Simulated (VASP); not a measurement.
GaN, 2 atoms in the cell. The structure is cubic, space group F-43m (No. 216). Conventional cell: a = 4.736 Å, b = 4.736 Å, c = 4.736 Å, α = 90.00°, β = 90.00°, γ = 90.00°. Ga (site symmetry -43m) has 4 N at 2.05 Å within 2.7 Å. Within 2.7 Å of N (site symmetry -43m) lie 4 Ga at 2.05 Å. 

- Program: VASP 6.6.1
- Task: single point
- Functional: revPBE
- Potentials or basis: VASP PAW PBE potentials, release 64 (Ga_d, N)
- Cutoff: 600 eV
- k mesh: 2 × 2 × 2, shifted
- Occupations: fermi-dirac, width 0.00861733 eV
- Spin: no spin polarisation
- Dipole correction: no
- Further INCAR settings: ALGO = Normal; EDIFF = 1e-06; NBANDS = 16; ISYM = 0

Potentials or basis: VASP PAW PBE potentials, release 64 (Ga_d, N).

The run is started by

```bash
$ cat potpaw_PBE.64/Ga_d/POTCAR potpaw_PBE.64/N/POTCAR > POTCAR
$ mpirun -np 1 vasp_std > vasp.out
```

Hardware: 1 thread of Intel(R) Xeon(R) 6975P-C (Granite Rapids), with other jobs on the host.

**Question.** Estimate the wall time of this run.

**Answer.** Wall time 11 s on 1 thread of Intel(R) Xeon(R) 6975P-C (Granite Rapids) (shared host), peak memory 0.15 GiB. Counts: scf iterations 13, k points 16.
